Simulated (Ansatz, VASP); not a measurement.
One calculation of Be, two programs

File INCAR:

```
  PREC = Accurate
  ENCUT = 600
  EDIFF = 1E-6
  ISMEAR = -1
  SIGMA = 0.08
  LREAL = False
  LASPH = True
  NELM = 60
  ALGO = Normal
  ISIF = 3
  LWAVE = False
  LCHARG = False
  GGA = PE
  IBRION = 2
  NSW = 60
  EDIFFG = -0.005
```

Contents of KPOINTS:

```
Automatic mesh
0
Gamma
  10 10 14
```

The input POSCAR:

```
Be
1.0
    3.5355621210      0.0000000000      0.0000000000
   -1.7677810605      3.0618866134      0.0000000000
    0.0000000000      0.0000000000      2.1920485150
Be
3
Direct
    0.0000000000      0.0000000000      0.0000000000
    0.3333333333      0.6666666667      0.5000000000
    0.6666666667      0.3333333333      0.5000000000
```

Input for Ansatz:

```yaml
crystal:
  lattice:
    - [3.535562121, 0.0, 0.0]
    - [-1.7677810605, 3.0618866134, 0.0]
    - [0.0, 0.0, 2.192048515]
  atoms:
    - { symbol: Be, position: [0.0, 0.0, 0.0] }
    - { symbol: Be, position: [0.3333333333, 0.6666666667, 0.5] }
    - { symbol: Be, position: [0.6666666667, 0.3333333333, 0.5] }
kpoints:
  mp_grid: { grid: [10, 10, 14] }
scf:
  occupations: { method: fermi_dirac, width: 0.08 }
hamiltonian:
  xc: pbe
  pseudopotentials: { kind: paw }
output:
  forces: true
  stress: true
relax:
  f_tol: 0.005
  max_steps: 40
  cell: {}
```

Alike in both runs: task relaxation of cell and atoms; functional PBE; k mesh 10 × 10 × 14; occupations fermi-dirac, width 0.08 eV; no spin polarisation.

```csv
,VASP,Ansatz
version,VASP 6.6.1,Ansatz 0.2.0
potentials or method,"VASP PAW PBE potentials, release 64 (Be)","PAW with Ansatz's default frozen-core files, scalar-relativistic"
plane-wave cutoff (eV),600,420
valence electrons in the cell,6,6
```

VASP gave:

| Quantity | Value |
| --- | --- |
| relaxed volume (Å³/atom) | 8.07 |
| relaxed cell length with the largest relative difference (Å) | 3.572 |

Problem. Estimate Ansatz's values.

Solution. Relaxed volume (Å³/atom): 8.07; relaxed cell length with the largest relative difference (Å): 3.570.
